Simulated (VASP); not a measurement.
Crystal: WC (Qusongite).

```
W C
1.0
     2.90650    0.00000    0.00000
    -1.45325    2.51710    0.00000
     0.00000    0.00000    2.83660
W C
1 1
Direct
  0.00000 0.00000 0.00000
  0.66667 0.33333 0.50000
```

```yaml
Program: VASP 6.6.1
Task: relaxation of cell and atoms
Functional: BLYP
Dispersion: D4
Potentials_or_basis: VASP PAW PBE potentials, release 64 (W_sv, C)
Cutoff: 600 eV
k_mesh: 10 × 10 × 9
Occupations: fermi-dirac, width 0.05 eV
Spin: no spin polarisation
```

At the start: pressure 6.8 GPa; volume 10.38 Å³/atom.

Q: How do energy, volume and symmetry change on relaxing?

A: Over 6 steps the energy falls by 3.9 meV/atom and the volume is 10.56 Å³/atom (+1.8 %); space group P-6m2 (No. 187, to 0.05 Å).

The path:
```tsv
step	energy change (eV)	largest force (eV/Å)	pressure (GPa)	volume (Å³)
1	0.0000	0.0000	6.81	20.75
2	0.0431	0.0000	-15.77	22.11
3	-0.0076	0.0000	-0.08	21.12
4	-0.0076	0.0000	-0.03	21.11
5	-0.0077	0.0000	0.06	21.12
6	-0.0077	0.0000	0.04	21.12
```

Final structure:
```
W C
1.0
     2.92545    0.00000    0.00000
    -1.46273    2.53352    0.00000
     0.00000    0.00000    2.84906
W C
1 1
Cartesian
  0.0000 0.0000 0.0000
  1.4627 0.8445 1.4245
```

Caveat: the PAW data sets were made with another functional, which shifts forces and pressure a little; pairwise dispersion overbinds metals, which lowers pressure and volume.
